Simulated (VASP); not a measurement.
# PbS (Cmc2_1) in VASP: single point with LDA

Aim: the single point of PbS with LDA.

All numbers are computed with VASP 6.6.1; they aren't measurements. Logs are shortened: lines on timing, memory, paths and dates and some standing lists are left out, and cuts for length are marked.

### Step 1. The cell of the first run

The structure is orthorhombic, space group Cmc2_1 (No. 36). Conventional cell: a = 4.114 Å, b = 7.132 Å, c = 7.560 Å, α = 90.00°, β = 90.00°, γ = 90.00°. Pb (site symmetry m) has 6 S at 2.84 to 3.26 Å within 3.7 Å. Within 3.7 Å of S (site symmetry m) lie 6 Pb at 2.84 to 3.26 Å.

### Step 2. Single point, LDA

The input, INCAR:

```
SYSTEM = PbS
ALGO = Normal
EDIFF = 1E-6
ENCUT = 520
ISIF = 2
ISMEAR = 0
LASPH = .TRUE.
LCHARG = .FALSE.
LREAL = .FALSE.
LWAVE = .FALSE.
NBANDS = 28
NELM = 80
PREC = Accurate
SIGMA = 0.01
```

The input, KPOINTS:

```
k-points
0
G
  6 6 4
  0 0 0
```

The input, POSCAR:

```
PbS
1.0
    4.1165700000      0.0000000000      0.0000000000
   -2.0609705364      3.5635023521      0.0000000000
    0.0000000000      0.0000000000      7.5599450000
Pb S
2 2
Direct
    0.0010320000      0.9989680000      0.4867320000
    0.9989680000      0.0010320000      0.9867320000
    0.6671450000      0.3328550000      0.6924680000
    0.3328550000      0.6671450000      0.1924680000
```

Potentials or basis: VASP PAW LDA potentials, release 64 (Pb_d, S).

Launch:

```sh
$ cat potpaw_LDA.64/Pb_d/POTCAR potpaw_LDA.64/S/POTCAR > POTCAR
$ mpirun -np 1 vasp_std > vasp.out
```

OUTCAR:

```text
SYSTEM = PbS
   EDIFF = 1E-6
   ENCUT = 520
   ISIF = 2
   ISMEAR = 0
   LASPH = .TRUE.
   LREAL = .FALSE.
   NELM = 80
   PREC = Accurate

 ion  position               nearest neighbor table
   1  0.001  0.999  0.487-   3 2.84   3 2.84   3 2.84   4 3.25   4 3.26   4 3.26   2 3.78   2 3.78

   2  0.999  0.001  0.987-   4 2.84   4 2.84   4 2.84   3 3.25   3 3.26   3 3.26   1 3.78   1 3.78

   3  0.667  0.333  0.692-   1 2.84   1 2.84   1 2.84   2 3.25   2 3.26   2 3.26
   4  0.333  0.667  0.192-   2 2.84   2 2.84   2 2.84   1 3.25   1 3.26   1 3.26

  LATTYP: Found a base centered orthorhombic cell.
 ALAT       =     4.1138835871
 B/A-ratio  =     1.7335587088
 C/A-ratio  =     1.8376662441

  Lattice vectors:

 A1 = (   4.1165700000,   0.0000000000,   0.0000000000)
 A2 = (  -2.0609705364,   3.5635023521,   0.0000000000)
 A3 = (   0.0000000000,   0.0000000000,   7.5599450000)

Analysis of symmetry for initial positions (statically):
=====================================================================
 Subroutine PRICEL returns:
 Original cell was already a primitive cell.

 Routine SETGRP: Setting up the symmetry group for a
 base centered orthorhombic supercell.

 Subroutine GETGRP returns: Found  4 space group operations
 (whereof  2 operations were pure point group operations)
 out of a pool of  8 trial point group operations.

The static configuration has the point symmetry C_1h.
 The point group associated with its full space group is C_2v.

Analysis of symmetry for dynamics (positions and initial velocities):
=====================================================================
 Subroutine PRICEL returns:
 Original cell was already a primitive cell.

 Routine SETGRP: Setting up the symmetry group for a
 base centered orthorhombic supercell.

 Subroutine GETGRP returns: Found  4 space group operations
 (whereof  2 operations were pure point group operations)
 out of a pool of  8 trial point group operations.

The dynamic configuration has the point symmetry C_1h.
 The point group associated with its full space group is C_2v.

 Subroutine INISYM returns: Found  4 space group operations
 (whereof  2 operations are pure point group operations),
 and found     1 'primitive' translations

----------------------------------------------------------------------------------------

                                     Primitive cell

  volume of cell :     110.8999

  direct lattice vectors                    reciprocal lattice vectors
     4.116570000  0.000000000  0.000000000     0.242920684  0.140494469  0.000000000
    -2.060970536  3.563502352  0.000000000     0.000000000  0.280622798  0.000000000
     0.000000000  0.000000000  7.559945000     0.000000000  0.000000000  0.132276095

  length of vectors
     4.116570000  4.116570000  7.559945000     0.280622798  0.280622798  0.132276095

  position of ions in fractional coordinates (direct lattice)
     0.001032000  0.998968000  0.486732000
     0.998968000  0.001032000  0.986732000
     0.667145000  0.332855000  0.692468000
     0.332855000  0.667145000  0.192468000

  ion indices of the primitive-cell ions
   primitive index   ion index
                 1           1
                 2           2
                 3           3
                 4           4

----------------------------------------------------------------------------------------

 KPOINTS: k-points

Automatic generation of k-mesh.
 Grid dimensions read from file:
 generate k-points for:    6    6    4

 Generating k-lattice:

  Cartesian coordinates                     Fractional coordinates (reciprocal lattice)
     0.040486781  0.023415745  0.000000000     0.166666667  0.000000000  0.000000000
     0.000000000  0.046770466  0.000000000     0.000000000  0.166666667  0.000000000
     0.000000000  0.000000000  0.033069024     0.000000000  0.000000000  0.250000000

  Length of vectors
     0.046770466  0.046770466  0.033069024

  Shift w.r.t. Gamma in fractional coordinates (k-lattice)
     0.000000000  0.000000000  0.000000000

 Subroutine IBZKPT returns following result:
 ===========================================

 Found     39 irreducible k-points:

 Following reciprocal coordinates:
            Coordinates               Weight
  0.000000  0.000000  0.000000      1.000000
  0.166667  0.000000  0.000000      4.000000
  0.333333  0.000000  0.000000      4.000000
  0.500000 -0.000000  0.000000      2.000000
  0.166667  0.166667  0.000000      2.000000
  0.333333  0.166667  0.000000      4.000000
[... 16 lines left out ...]
  0.333333  0.333333  0.250000      4.000000
  0.500000  0.333333  0.250000      8.000000
 [... further k-points ...]
   k-points           NKPTS =     39   k-points in BZ     NKDIM =     39   number of bands    NBANDS=     28
   number of dos      NEDOS =    301   number of ions     NIONS =      4
   total plane-waves  NPLWV =  57344
   dimension x,y,z NGX =    32 NGY =   32 NGZ =   56
   dimension x,y,z NGXF=    64 NGYF=   64 NGZF=  112
   ions per type =               2   2
   NGX,Y,Z   is equivalent  to a cutoff of  12.92, 12.92, 12.31 a.u.
   NGXF,Y,Z  is equivalent  to a cutoff of  25.85, 25.85, 24.63 a.u.
 SYSTEM =  PbS
   PREC   = accura    normal or accurate (medium, high low for compatibility)
   ISTART =      0    job   : 0-new  1-cont  2-samecut
   ICHARG =      2    charge: 1-file 2-atom 10-const
   ISPIN  =      1    spin polarized calculation?
   LNONCOLLINEAR =      F non collinear calculations
   LSORBIT =      F    spin-orbit coupling
   LASPH  =      T    aspherical Exc in radial PAW
   ENCUT  =  520.0 eV  38.22 Ry    6.18 a.u.   7.65  7.65 14.06*2*pi/ulx,y,z
   NELM   =     80;   NELMIN=  2; NELMDL= -5     # of ELM steps
   EDIFF  = 0.1E-05   stopping-criterion for ELM
   LREAL  =      F    real-space projection
   EDIFFG = 0.1E-04   stopping-criterion for IOM
   NSW    =      0    number of steps for IOM
   IBRION =     -1    ionic relax: 0-MD 1-quasi-New 2-CG
   NFREE  =      0    steps in history (QN), initial steepest desc. (CG)
   ISIF   =      2    stress and relaxation
   ISYM   =      2    0-nonsym 1-usesym 2-fastsym
   POTIM  = 0.5000    time-step for ionic-motion
   TEBEG  =    0.0;   TEEND  =   0.0 temperature during run
   PSTRESS=    0.0 pullay stress
   NELECT =      40.0000    total number of electrons
   NUPDOWN=      -1.0000    fix difference up-down
   EMIN   =  10.00;   EMAX   =-10.00  energy-range for DOS
   EFERMI =   0.00;   METHOD = LEGACY
   ISMEAR =     0;   SIGMA  =   0.01  broadening in eV -4-tet -1-fermi 0-gaus
   EFERMI_NEDOS =   21; number of points for ismear=-14 and -15
   IALGO  =     38    algorithm
   IMIX   =      4    mixing-type and parameters
     AMIX     =   0.40;   BMIX     =  1.00
     AMIX_MAG =   1.60;   BMIX_MAG =  1.00
  volume/ion in A,a.u.               =      27.72       187.10
  Fermi-wavevector in a.u.,A,eV,Ry     =   1.165336  2.202165 18.476815  1.358008
  Thomas-Fermi vector in A             =   2.301863
   LORBIT       =      0    0 simple, 1 ext, 2 COOP (PROOUT), +10 PAW based schemes
   GGA     = CA    functional components
   LHFCALC =     F    Hartree Fock is set to
   AEXX    =    0.0000 exact exchange contribution
   IVDW    =     0    specifies the selected vdW correction
   LEPSILON=     F    determine dielectric tensor
   LRPA    =     F    only Hartree local field effects (RPA)
 non-spin polarized calculation
 Gauss-broadening in eV      SIGMA  =   0.01
  energy-cutoff  :      520.00
  volume of cell :      110.90
 maximum number of plane-waves:      3040
 NGX is ok and might be reduce to    32
   NGX = 15   NGY = 15   NGZ = 29

 number of electron      39.9999996 magnetization

 Free energy of the ion-electron system (eV)
  ---------------------------------------------------
  ext. energy  EPLUGINS =         0.00000000
  ---------------------------------------------------
  free energy    TOTEN  =       -19.63108998 eV

  energy without entropy =      -19.63108998  energy(sigma->0) =      -19.63108998

 E-fermi :   4.9401     XC(G=0):  -9.7196

 val. band max:        4.8834996823   @ k =   0.3333   0.3333   0.0000
 cond. band min:       5.2254253179   @ k =   0.5000   0.5000   0.0000
 fundamental gap:      0.3419256355
 Fermi energy:         4.9400574458

 k-point     1 :       0.0000    0.0000    0.0000
  band No.  band energies     occupation
      1     -11.9270      2.00000
      2     -11.8853      2.00000
      3     -11.8850      2.00000
      4     -11.8703      2.00000
      5     -11.8700      2.00000
      6     -11.8446      2.00000
[... 20 lines left out ...]
     27      11.8136      0.00000
     28      12.5832      0.00000

 k-point     2 :       0.1667    0.0000    0.0000
  band No.  band energies     occupation
      1     -11.9212      2.00000
      2     -11.9074      2.00000
      3     -11.8776      2.00000
      4     -11.8745      2.00000
      5     -11.8559      2.00000
      6     -11.8538      2.00000
[... 20 lines left out ...]
     27      10.9943      0.00000
     28      11.7730      0.00000

 k-point     3 :       0.3333    0.0000    0.0000
  band No.  band energies     occupation
      1     -11.9633      2.00000
      2     -11.9064      2.00000
      3     -11.8962      2.00000
      4     -11.8678      2.00000
      5     -11.8605      2.00000
      6     -11.8292      2.00000
[... 20 lines left out ...]
     27      10.9739      0.00000
     28      12.7220      0.00000

 k-point     4 :       0.5000   -0.0000    0.0000
  band No.  band energies     occupation
      1     -11.9893      2.00000
      2     -11.9071      2.00000
      3     -11.9032      2.00000
      4     -11.8688      2.00000
      5     -11.8599      2.00000
      6     -11.8340      2.00000
[... 20 lines left out ...]
     27      11.1132      0.00000
     28      12.2923      0.00000

 k-point     5 :       0.1667    0.1667    0.0000
  band No.  band energies     occupation
      1     -11.9409      2.00000
      2     -11.9109      2.00000
      3     -11.8889      2.00000
      4     -11.8680      2.00000
      5     -11.8597      2.00000
      6     -11.8422      2.00000
[... 20 lines left out ...]
     27      10.4060      0.00000
     28      12.2878      0.00000

 k-point     6 :       0.3333    0.1667    0.0000
  band No.  band energies     occupation
      1     -11.9698      2.00000
      2     -11.9078      2.00000
      3     -11.8979      2.00000
      4     -11.8709      2.00000
      5     -11.8577      2.00000
      6     -11.8309      2.00000
[... 463 lines left out ...]
      5     -11.8561      2.00000
      6     -11.8454      2.00000
[... 20 lines left out ...]
     27      10.6568      0.00000
     28      12.3449      0.00000

 k-point    22 :      -0.1667    0.1667    0.2500
  band No.  band energies     occupation
      1     -11.9076      2.00000
      2     -11.8975      2.00000
      3     -11.8805      2.00000
      4     -11.8703      2.00000
      5     -11.8575      2.00000
      6     -11.8493      2.00000
[... 20 lines left out ...]
     27      11.2464      0.00000
     28      12.5075      0.00000

 k-point    23 :       0.3333    0.3333    0.2500
  band No.  band energies     occupation
      1     -11.9349      2.00000
      2     -11.9349      2.00000
      3     -11.8731      2.00000
      4     -11.8574      2.00000
      5     -11.8573      2.00000
      6     -11.8353      2.00000
[... 20 lines left out ...]
     27      12.2181      0.00000
     28      12.2245      0.00000

 k-point    24 :       0.5000    0.3333    0.2500
  band No.  band energies     occupation
      1     -11.9581      2.00000
      2     -11.9115      2.00000
      3     -11.8810      2.00000
      4     -11.8666      2.00000
      5     -11.8531      2.00000
      6     -11.8369      2.00000
[... 20 lines left out ...]
     27      11.2302      0.00000
     28      12.4644      0.00000

 [... further k-points ...]
[... 5 lines left out ...]
  --------------------------------------------------------------------------------------
  -------------------------------------------------------------------------------------
  Total       -2.2331054     -2.2220993     -2.4649006      0.0095149      0.0000000      0.0000000
  in kB      -32.2618010    -32.1027961    -35.6105599      0.1374630      0.0000000      0.0000000
  external PRESSURE =     -33.3250523 kB  Pullay stress =       0.0000000 kB

 VOLUME and BASIS-vectors are now :
 -----------------------------------------------------------------------------
  energy-cutoff  :      520.00
  volume of cell :      110.90
      direct lattice vectors                 reciprocal lattice vectors
     4.116570000  0.000000000  0.000000000     0.242920684  0.140494469  0.000000000
    -2.060970536  3.563502352  0.000000000     0.000000000  0.280622798  0.000000000
     0.000000000  0.000000000  7.559945000     0.000000000  0.000000000  0.132276095

 POSITION                                       TOTAL-FORCE (eV/Angst)
 -----------------------------------------------------------------------------------
     -2.05460      3.55982      3.67967        -0.004401      0.002539      0.060450
      4.11019      0.00368      7.45964         0.004401     -0.002539      0.060450
      2.06034      1.18613      5.23502         0.002842     -0.001639     -0.060450
     -0.00475      2.37737      1.45505        -0.002842      0.001639     -0.060450
 -----------------------------------------------------------------------------------
    total drift:                               -0.000000     -0.000000     -0.001815

  FREE ENERGIE OF THE ION-ELECTRON SYSTEM (eV)
  ---------------------------------------------------
  free  energy   TOTEN  =       -19.6310899803 eV

  energy  without entropy=      -19.6310899803  energy(sigma->0) =      -19.63108998
```

Run time: 53 s. Hardware: 1 thread of AMD EPYC 9R45 (Zen 5), shared host; peak memory 0.22 GiB.

What came out:

```
Free energy            : -19.6311 eV
Pressure               : -3.3 GPa
Largest force          : 0.061 eV/Å
Band gap on the k mesh : 0.34 eV, indirect (least direct gap 1.15 eV)
```

Forces on the atoms (eV/Å):
```
Pb  -0.004  0.003  0.060
Pb   0.004 -0.003  0.060
S    0.003 -0.002 -0.060
S   -0.003  0.002 -0.060
```

Caveat: spin-orbit coupling is left out, which moves the levels of the heavy elements.
